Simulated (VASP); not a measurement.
BiN, 2 atoms in the cell. The typed cell holds 2 atoms: a = 3.627 Å, b = 3.627 Å, c = 3.630 Å, α = 59.97°, β = 59.98°, γ = 60.05°. The cell was built from a structure type or drawn by symmetry, and may not be a known phase.

- Program: VASP 6.6.1
- Task: single point
- Functional: PBE
- Potentials or basis: VASP PAW PBE potentials, release 64 (Bi_d, N)
- Cutoff: 600 eV
- k mesh: 4 × 4 × 4
- Occupations: gaussian, width 0.15 eV
- Spin: no spin polarisation
- Dipole correction: no
- Further INCAR settings: ALGO = Normal; EDIFF = 1e-06; NBANDS = 17

Potentials or basis: VASP PAW PBE potentials, release 64 (Bi_d, N).

Launch:

```bash
$ cat potpaw_PBE.64/Bi_d/POTCAR potpaw_PBE.64/N/POTCAR > POTCAR
$ mpirun -np 1 vasp_std > vasp.out
```

Hardware: 1 thread of Intel(R) Xeon(R) Platinum 8375C CPU @ 2.90GHz (Ice Lake), on a shared host.

Q: How long does it take, and how much memory?

A: Run time: 25 s on 1 thread of Intel(R) Xeon(R) Platinum 8375C CPU @ 2.90GHz (Ice Lake), on a shared host, peak memory 0.17 GiB. Counts: scf iterations 14, k points 18.
